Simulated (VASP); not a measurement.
# MgS (pbe) (Fm-3m) in VASP: a series of runs

The runs below take MgS (pbe) through single point, relaxation of cell and atoms, with PBE.

Program: VASP 6.6.1. These are calculated values, not measurements. Logs are shortened: lines on timing, memory, paths and dates and some standing lists are left out, and cuts for length are marked.

### 1 The cell of the first run

The structure is cubic, space group Fm-3m (No. 225). Conventional cell: a = 5.230 Å, b = 5.230 Å, c = 5.230 Å, α = 90.00°, β = 90.00°, γ = 90.00°. Within 3.4 Å of Mg (site symmetry m-3m) lie 6 S at 2.62 Å. S (site symmetry m-3m) has 6 Mg at 2.62 Å within 3.4 Å.

### 2 Single point, PBE

Contents of INCAR:

```
ALGO = Normal ; EDIFF = 1E-6
ENCUT = 520 ; GGA = PE
ISIF = 2 ; ISMEAR = 0
LASPH = T ; LCHARG = F
LREAL = F ; LWAVE = F
NBANDS = 11 ; NELM = 60
PREC = Accurate ; SIGMA = 0.01
```

Contents of KPOINTS:

```
k-points
0
Gamma
  6 6 6
```

Contents of POSCAR:

```
MgS
1.0
    0.0000000000      2.6150925739      2.6150925739
    2.6150925739      0.0000000000      2.6150925739
    2.6150925739      2.6150925739      0.0000000000
Mg S
1 1
Direct
    0.0000000000      0.0000000000      0.0000000000
    0.5000000000      0.5000000000      0.5000000000
```

Potentials or basis: VASP PAW PBE potentials, release 64 (Mg, S).

Started as:

```console
$ cat potpaw_PBE.64/Mg/POTCAR potpaw_PBE.64/S/POTCAR > POTCAR
$ mpirun -np 1 vasp_std > vasp.out
```

OUTCAR:

```text
EDIFF = 1E-6
   ENCUT = 520
   GGA = PE
   ISIF = 2
   ISMEAR = 0
   LASPH = T
   LREAL = F
   NELM = 60
   PREC = Accurate

 ion  position               nearest neighbor table
   1  0.000  0.000  0.000-   2 2.62   2 2.62   2 2.62   2 2.62   2 2.62   2 2.62
   2  0.500  0.500  0.500-   1 2.62   1 2.62   1 2.62   1 2.62   1 2.62   1 2.62

  LATTYP: Found a face centered cubic cell.
 ALAT       =     5.2301851478

  Lattice vectors:

 A1 = (   0.0000000000,   2.6150925739,   2.6150925739)
 A2 = (   2.6150925739,   0.0000000000,   2.6150925739)
 A3 = (   2.6150925739,   2.6150925739,   0.0000000000)

Analysis of symmetry for initial positions (statically):
=====================================================================
 Subroutine PRICEL returns:
 Original cell was already a primitive cell.

 Routine SETGRP: Setting up the symmetry group for a
 face centered cubic supercell.

 Subroutine GETGRP returns: Found 48 space group operations
 (whereof 48 operations were pure point group operations)
 out of a pool of 48 trial point group operations.

The static configuration has the point symmetry O_h .

Analysis of symmetry for dynamics (positions and initial velocities):
=====================================================================
 Subroutine PRICEL returns:
 Original cell was already a primitive cell.

 Routine SETGRP: Setting up the symmetry group for a
 face centered cubic supercell.

 Subroutine GETGRP returns: Found 48 space group operations
 (whereof 48 operations were pure point group operations)
 out of a pool of 48 trial point group operations.

The dynamic configuration has the point symmetry O_h .

 Subroutine INISYM returns: Found 48 space group operations
 (whereof 48 operations are pure point group operations),
 and found     1 'primitive' translations

----------------------------------------------------------------------------------------

                                     Primitive cell

  volume of cell :      35.7677

  direct lattice vectors                    reciprocal lattice vectors
     0.000000000  2.615092574  2.615092574    -0.191197820  0.191197820  0.191197820
     2.615092574  0.000000000  2.615092574     0.191197820 -0.191197820  0.191197820
     2.615092574  2.615092574  0.000000000     0.191197820  0.191197820 -0.191197820

  length of vectors
     3.698299385  3.698299385  3.698299385     0.331164339  0.331164339  0.331164339

  position of ions in fractional coordinates (direct lattice)
     0.000000000  0.000000000  0.000000000
     0.500000000  0.500000000  0.500000000

  ion indices of the primitive-cell ions
   primitive index   ion index
                 1           1
                 2           2

----------------------------------------------------------------------------------------

 KPOINTS: k-points

Automatic generation of k-mesh.
 Grid dimensions read from file:
 generate k-points for:    6    6    6

 Generating k-lattice:

  Cartesian coordinates                     Fractional coordinates (reciprocal lattice)
    -0.031866303  0.031866303  0.031866303     0.166666667  0.000000000  0.000000000
     0.031866303 -0.031866303  0.031866303     0.000000000  0.166666667  0.000000000
     0.031866303  0.031866303 -0.031866303     0.000000000  0.000000000  0.166666667

  Length of vectors
     0.055194057  0.055194057  0.055194057

  Shift w.r.t. Gamma in fractional coordinates (k-lattice)
     0.000000000  0.000000000  0.000000000

 Subroutine IBZKPT returns following result:
 ===========================================

 Found     16 irreducible k-points:

 Following reciprocal coordinates:
            Coordinates               Weight
  0.000000  0.000000  0.000000      1.000000
  0.166667  0.000000  0.000000      8.000000
  0.333333  0.000000  0.000000      8.000000
  0.500000  0.000000  0.000000      4.000000
  0.166667  0.166667  0.000000      6.000000
  0.333333  0.166667  0.000000     24.000000
[... 8 lines left out ...]
 -0.333333  0.333333  0.166667     24.000000
 -0.333333  0.500000  0.166667     12.000000
   k-points           NKPTS =     16   k-points in BZ     NKDIM =     16   number of bands    NBANDS=     11
   number of dos      NEDOS =    301   number of ions     NIONS =      2
   total plane-waves  NPLWV =  21952
   dimension x,y,z NGX =    28 NGY =   28 NGZ =   28
   dimension x,y,z NGXF=    56 NGYF=   56 NGZF=   56
   ions per type =               1   1
   NGX,Y,Z   is equivalent  to a cutoff of  12.59, 12.59, 12.59 a.u.
   NGXF,Y,Z  is equivalent  to a cutoff of  25.17, 25.17, 25.17 a.u.
 SYSTEM =  unknown system
   PREC   = accura    normal or accurate (medium, high low for compatibility)
   ISTART =      0    job   : 0-new  1-cont  2-samecut
   ICHARG =      2    charge: 1-file 2-atom 10-const
   ISPIN  =      1    spin polarized calculation?
   LNONCOLLINEAR =      F non collinear calculations
   LSORBIT =      F    spin-orbit coupling
   LASPH  =      T    aspherical Exc in radial PAW
   ENCUT  =  520.0 eV  38.22 Ry    6.18 a.u.   6.88  6.88  6.88*2*pi/ulx,y,z
   NELM   =     60;   NELMIN=  2; NELMDL= -5     # of ELM steps
   EDIFF  = 0.1E-05   stopping-criterion for ELM
   LREAL  =      F    real-space projection
   EDIFFG = 0.1E-04   stopping-criterion for IOM
   NSW    =      0    number of steps for IOM
   IBRION =     -1    ionic relax: 0-MD 1-quasi-New 2-CG
   NFREE  =      0    steps in history (QN), initial steepest desc. (CG)
   ISIF   =      2    stress and relaxation
   ISYM   =      2    0-nonsym 1-usesym 2-fastsym
   POTIM  = 0.5000    time-step for ionic-motion
   TEBEG  =    0.0;   TEEND  =   0.0 temperature during run
   PSTRESS=    0.0 pullay stress
   NELECT =       8.0000    total number of electrons
   NUPDOWN=      -1.0000    fix difference up-down
   EMIN   =  10.00;   EMAX   =-10.00  energy-range for DOS
   EFERMI =   0.00;   METHOD = LEGACY
   ISMEAR =     0;   SIGMA  =   0.01  broadening in eV -4-tet -1-fermi 0-gaus
   EFERMI_NEDOS =   21; number of points for ismear=-14 and -15
   IALGO  =     38    algorithm
   IMIX   =      4    mixing-type and parameters
     AMIX     =   0.40;   BMIX     =  1.00
     AMIX_MAG =   1.60;   BMIX_MAG =  1.00
  volume/ion in A,a.u.               =      17.88       120.69
  Fermi-wavevector in a.u.,A,eV,Ry     =   0.993744  1.877903 13.436117  0.987527
  Thomas-Fermi vector in A             =   2.125647
   LORBIT       =      0    0 simple, 1 ext, 2 COOP (PROOUT), +10 PAW based schemes
   GGA     = PE    functional components
   LHFCALC =     F    Hartree Fock is set to
   AEXX    =    0.0000 exact exchange contribution
   IVDW    =     0    specifies the selected vdW correction
   LEPSILON=     F    determine dielectric tensor
   LRPA    =     F    only Hartree local field effects (RPA)
 non-spin polarized calculation
 Gauss-broadening in eV      SIGMA  =   0.01
  energy-cutoff  :      520.00
  volume of cell :       35.77
 maximum number of plane-waves:       982
   NGX = 13   NGY = 13   NGZ = 13

 number of electron       8.0000000 magnetization

 Free energy of the ion-electron system (eV)
  ---------------------------------------------------
  ext. energy  EPLUGINS =         0.00000000
  ---------------------------------------------------
  free energy    TOTEN  =        -8.50035429 eV

  energy without entropy =       -8.50035429  energy(sigma->0) =       -8.50035429

 E-fermi :   3.6553     XC(G=0):  -9.6240

 val. band max:        3.5908706610   @ k =   0.0000   0.0000   0.0000
 cond. band min:       6.3303989316   @ k =   0.5000   0.5000   0.0000
 fundamental gap:      2.7395282706
 Fermi energy:         3.6552918661

 k-point     1 :       0.0000    0.0000    0.0000
  band No.  band energies     occupation
      1      -8.9891      2.00000
      2       3.5909      2.00000
      3       3.5909      2.00000
      4       3.5909      2.00000
      5       7.1790      0.00000
      6      11.5530      0.00000
      7      11.5530      0.00000
      8      11.5530      0.00000
      9      13.9215      0.00000
     10      13.9215      0.00000
     11      16.0906      0.00000

 k-point     2 :       0.1667    0.0000    0.0000
  band No.  band energies     occupation
      1      -8.7321      2.00000
      2       1.9805      2.00000
      3       3.4276      2.00000
      4       3.4276      2.00000
      5       8.2969      0.00000
      6      11.2240      0.00000
      7      11.7982      0.00000
      8      11.7982      0.00000
      9      13.2114      0.00000
     10      13.2114      0.00000
     11      15.9068      0.00000

 k-point     3 :       0.3333    0.0000    0.0000
  band No.  band energies     occupation
      1      -8.1142      2.00000
      2      -0.1910      2.00000
      3       3.1442      2.00000
      4       3.1442      2.00000
      5       8.3385      0.00000
      6      10.9092      0.00000
      7      10.9092      0.00000
      8      12.7936      0.00000
      9      15.0627      0.00000
     10      15.0636      0.00000
     11      15.0636      0.00000

 k-point     4 :       0.5000    0.0000    0.0000
  band No.  band energies     occupation
      1      -7.7225      2.00000
      2      -1.1577      2.00000
      3       3.0191      2.00000
      4       3.0191      2.00000
      5       8.1153      0.00000
      6      10.4776      0.00000
      7      10.4776      0.00000
      8      13.5333      0.00000
      9      15.6588      0.00000
     10      17.9165      0.00000
     11      17.9165      0.00000
[... 127 lines left out ...]
 k-point    14 :       0.5000    0.3333    0.1667
  band No.  band energies     occupation
      1      -7.6950      2.00000
      2      -0.0353      2.00000
      3       1.4483      2.00000
      4       2.3877      2.00000
      5       8.8212      0.00000
      6      10.2161      0.00000
      7      10.8543      0.00000
      8      13.3331      0.00000
      9      15.0739      0.00000
     10      18.3224      0.00000
     11      18.7899      0.00000

 k-point    15 :      -0.3333    0.3333    0.1667
  band No.  band energies     occupation
      1      -7.4299      2.00000
      2      -0.2609      2.00000
      3       0.9354      2.00000
      4       2.0403      2.00000
      5       8.8661      0.00000
      6      10.2751      0.00000
      7      12.2280      0.00000
      8      12.4581      0.00000
      9      15.7424      0.00000
     10      17.3433      0.00000
     11      19.2025      0.00000

 k-point    16 :      -0.3333    0.5000    0.1667
  band No.  band energies     occupation
      1      -7.3312      2.00000
      2      -0.0855      2.00000
      3       1.0662      2.00000
      4       1.4184      2.00000
      5       7.9473      0.00000
      6       9.8233      0.00000
      7      12.6755      0.00000
      8      13.3242      0.00000
      9      17.2355      0.00000
     10      18.4941      0.00000
     11      18.9304      0.00000

------------------------ aborting loop because EDIFF is reached ----------------------------------------

  FORCE on cell =-STRESS in cart. coord.  units (eV):
  Direction    XX          YY          ZZ          XY          YZ          ZX
  --------------------------------------------------------------------------------------
  -------------------------------------------------------------------------------------
  Total       -0.0647920     -0.0647920     -0.0647920      0.0000000      0.0000000      0.0000000
  in kB       -2.9022905     -2.9022905     -2.9022905      0.0000000      0.0000000      0.0000000
  external PRESSURE =      -2.9022905 kB  Pullay stress =       0.0000000 kB

 VOLUME and BASIS-vectors are now :
 -----------------------------------------------------------------------------
  energy-cutoff  :      520.00
  volume of cell :       35.77
      direct lattice vectors                 reciprocal lattice vectors
     0.000000000  2.615092574  2.615092574    -0.191197820  0.191197820  0.191197820
     2.615092574  0.000000000  2.615092574     0.191197820 -0.191197820  0.191197820
     2.615092574  2.615092574  0.000000000     0.191197820  0.191197820 -0.191197820

 POSITION                                       TOTAL-FORCE (eV/Angst)
 -----------------------------------------------------------------------------------
      0.00000      0.00000      0.00000        -0.000000      0.000000     -0.000000
      2.61509      2.61509      2.61509         0.000000     -0.000000      0.000000
 -----------------------------------------------------------------------------------
    total drift:                                0.000000      0.000000      0.000000

  FREE ENERGIE OF THE ION-ELECTRON SYSTEM (eV)
  ---------------------------------------------------
  free  energy   TOTEN  =        -8.5003542893 eV

  energy  without entropy=       -8.5003542893  energy(sigma->0) =       -8.50035429
```

Wall time 8.9 s (1 thread of Intel Xeon Platinum 8488C (Sapphire Rapids), shared host); peak memory 0.15 GiB.

What came out:

| Quantity | Value |
| --- | --- |
| Free energy | -8.5004 eV |
| Pressure | -0.3 GPa |
| Band gap on the k mesh | 2.74 eV, indirect (least direct gap 3.59 eV) |

Levels at points of the mesh, in eV from the valence-band top:
| k point | band 1 | band 2 | band 3 | band 4 | band 5 | band 6 | band 7 | band 8 |
| --- | --- | --- | --- | --- | --- | --- | --- | --- |
| (0.00, 0.00, 0.00) | -12.58 | 0.00 | 0.00 | 0.00 | 3.59 | 7.96 | 7.96 | 7.96 |
| (0.50, 0.00, 0.00) | -11.31 | -4.75 | -0.57 | -0.57 | 4.52 | 6.89 | 6.89 | 9.94 |
| (0.50, 0.50, 0.00) | -10.95 | -4.11 | -1.65 | -1.65 | 2.74 | 4.44 | 11.85 | 12.77 |

A k mesh can miss the band edges.

(Continued in part 2 of 2.)
